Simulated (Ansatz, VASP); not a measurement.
GaN in VASP and in Ansatz

POSCAR

```
GaN
1.0
    0.0000000000      2.1085152343      2.0663449296
    2.1085152343      0.0000000000      2.0663449296
    2.1085152343      2.1085152343      0.0000000000
Ga N
1 1
Direct
    0.0000000000      0.0000000000      0.0000000000
    0.5000000000      0.5000000000      0.5000000000
```

Contents of INCAR.step1:

```
ALGO = Normal
EDIFF = 1E-5
ENCUT = 910
GGA = PE
GGA_COMPAT = F
ISMEAR = 0
LASPH = T
LCHARG = F
LREAL = F
LWAVE = T
NBANDS = 16
NELM = 120
PREC = Accurate
SIGMA = 0.01
```

INCAR.step2

```
ALGO = Normal
EDIFF = 1E-6
ENCUT = 910
GGA_COMPAT = F
ISIF = 2
ISMEAR = 0
ISTART = 1
LASPH = T
LCHARG = F
LMIXTAU = T
LREAL = F
LWAVE = F
METAGGA = R2SCAN
NBANDS = 16
NELM = 120
PREC = Accurate
SIGMA = 0.01
```

Contents of KPOINTS:

```
k-points
0
Gamma
  10 10 10
```

Input for Ansatz:

```yaml
crystal:
  lattice:
    - [0.0, 2.1085152343, 2.0663449296]
    - [2.1085152343, 0.0, 2.0663449296]
    - [2.1085152343, 2.1085152343, 0.0]
  atoms:
    - { symbol: Ga, position: [0.0, 0.0, 0.0] }
    - { symbol: "N", position: [0.5, 0.5, 0.5] }
kpoints:
  mp_grid: { grid: [10, 10, 10] }
  band_path:
    path:
      - [0.0, 0.0, 0.0]
      - [0.5, 0.0, 0.5]
      - [0.625, 0.25, 0.625]
      - [0.375, 0.375, 0.75]
      - [0.5, 0.5, 0.5]
      - [0.5, 0.25, 0.75]
      - [0.002604, 0.179688, -0.179687]
      - [0.5, 0.5, 0.0]
    npoints: 1
hamiltonian:
  xc: r2scan
scf:
  occupations: { method: fixed }
  n_extra_bands: 4
output:
  forces: true
  stress: true
  eigenvalues: true
  write_density: true
  write_potential: true
  elf: true
  volumetric_format: npy
```

Change from the starting cell: uniaxial_z strain -2.0%.

Alike in both runs: task single point; functional r2SCAN; k mesh 10 × 10 × 10; no spin polarisation.

|  | VASP | Ansatz |
| --- | --- | --- |
| version | VASP 6.6.1 | Ansatz 0.2.0 |
| potentials or method | VASP PAW PBE potentials, release 64 (Ga_d, N_h) | plane waves, PAW |
| plane-wave cutoff (eV) | 910 | 500 |
| occupations | gaussian, width 0.01 eV | fixed |
| valence electrons in the cell | 18 | 18 |

VASP gave:

- gap on the k mesh at the Fermi level (eV): 1.16

Problem. Which values does Ansatz return?

Solution. gap on the k mesh at the Fermi level (eV): 1.19.

VASP's potentials were made for PBE, not for r2SCAN.

Noted on VASP's run: the cutoff is short for stress, so the pressure is rough.
